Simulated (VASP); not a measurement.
Runs of VASP 6.6.1 on Ti. The structure is that of space group P6/mmm (No. 191), or close to it. The cells are those of the table. 

| cell | gap on the mesh (eV) | pressure (GPa) |
| --- | --- | --- |
| a = 4.600, b = 4.600, c = 2.820 Å, angles 90.0, 90.0, 120.0°, 3 atoms | none | -5.1 |
| a = 4.506, b = 4.506, c = 2.762 Å, angles 90.0, 90.0, 120.0°, 3 atoms | none | (b) |
| a = 4.646, b = 4.646, c = 2.848 Å, angles 90.0, 90.0, 120.0°, 3 atoms | none | -7.9 |
| a = 4.690, b = 4.690, c = 2.875 Å, angles 90.0, 90.0, 120.0°, 3 atoms | none | -10.4 |
| a = 4.554, b = 4.554, c = 2.792 Å, angles 90.0, 90.0, 120.0°, 3 atoms | none | (a) |

Alike in all rows: task single point; level PBEsol; potentials or basis VASP PAW PBE potentials, release 64 (Ti_sv); no spin polarisation; k mesh 7 × 7 × 10; cutoff (eV) 520; smearing methfessel-paxton 0.1 eV.

Question: Fill in the values left out.

Answer: (a) -1.9; (b) 1.9.

Caveats: the PAW data sets were made with another functional, which shifts forces and pressure a little.

A gap of «none» marks levels without a gap at the run's occupations.
